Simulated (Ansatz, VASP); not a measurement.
**Al2O3 in VASP and in Ansatz**

INCAR

```
SYSTEM = Al2O3
PREC = Accurate
ENCUT = 520
EDIFF = 1E-6
ISMEAR = 0
SIGMA = 0.05
LREAL = .FALSE.
LASPH = .TRUE.
NELM = 60
ALGO = Normal
ISIF = 2
LWAVE = .FALSE.
LCHARG = .FALSE.
GGA = PE
NBANDS = 35
```

KPOINTS

```
regular mesh
0
G
  6 6 6
  0 0 0
```

File POSCAR:

```
Al2O3
1.0
    2.4040892951      1.3880016017      4.3737619113
   -2.4040892951      1.3880016017      4.3737619113
    0.0000000000     -2.7760032034      4.3737619113
Al O
4 6
Direct
    0.8559399590      0.8559399590      0.8559399590
    0.6440600410      0.6440600410      0.6440600410
    0.1440600410      0.1440600410      0.1440600410
    0.3559399590      0.3559399590      0.3559399590
    0.0561574040      0.4438425960      0.7500000000
    0.7500000000      0.0561574040      0.4438425960
    0.4438425960      0.7500000000      0.0561574040
    0.9438425960      0.5561574040      0.2500000000
    0.2500000000      0.9438425960      0.5561574040
    0.5561574040      0.2500000000      0.9438425960
```

Input for Ansatz:

```yaml
crystal:
  lattice:
    - [2.4040892951, 1.3880016017, 4.3737619113]
    - [-2.4040892951, 1.3880016017, 4.3737619113]
    - [0.0, -2.7760032034, 4.3737619113]
  atoms:
    - { symbol: Al, position: [0.855939959, 0.855939959, 0.855939959] }
    - { symbol: Al, position: [0.644060041, 0.644060041, 0.644060041] }
    - { symbol: Al, position: [0.144060041, 0.144060041, 0.144060041] }
    - { symbol: Al, position: [0.355939959, 0.355939959, 0.355939959] }
    - { symbol: O, position: [0.056157404, 0.443842596, 0.75] }
    - { symbol: O, position: [0.75, 0.056157404, 0.443842596] }
    - { symbol: O, position: [0.443842596, 0.75, 0.056157404] }
    - { symbol: O, position: [0.943842596, 0.556157404, 0.25] }
    - { symbol: O, position: [0.25, 0.943842596, 0.556157404] }
    - { symbol: O, position: [0.556157404, 0.25, 0.943842596] }
basis:
  ecutwfc: 520.0
kpoints:
  mp_grid: { grid: [6, 6, 6] }
hamiltonian:
  xc: pbe
  pseudopotentials: { kind: paw, azcp: { folder: soft_1 } }
scf:
  occupations: { method: gaussian, width: 0.05 }
output:
  forces: true
  stress: true
  eigenvalues: true
  write_density: true
  write_potential: true
  elf: true
  volumetric_format: npy
```

Alike in both runs: task single point; functional PBE; k mesh 6 × 6 × 6; occupations gaussian, width 0.05 eV; no spin polarisation.

|  | VASP | Ansatz |
| --- | --- | --- |
| version | VASP 6.6.1 | Ansatz 0.2.0 |
| potentials or method | VASP PAW PBE potentials, release 64 (Al, O), cutoff 520 eV | scalar-relativistic, plane waves, PAW |
| valence electrons in the cell | 48 | 48 |

```csv
,VASP,Ansatz,Ansatz less VASP
gap on the k mesh at the Fermi level (eV),5.75,5.75,+0.005
least direct gap on the mesh (eV),5.75,5.75,+0.005
pressure (GPa),0.5,0.6,+0.05
"traceless stress, the component that is largest in VASP (GPa)",-2.16,-2.13,+0.032
rms of the force components (eV/Å),0.272,0.272,+0.0004
```

Atom by atom the forces differ by 0.001 eV/Å (rms over components). With one functional, cell and mesh, what is left measures potentials, basis and numerics.
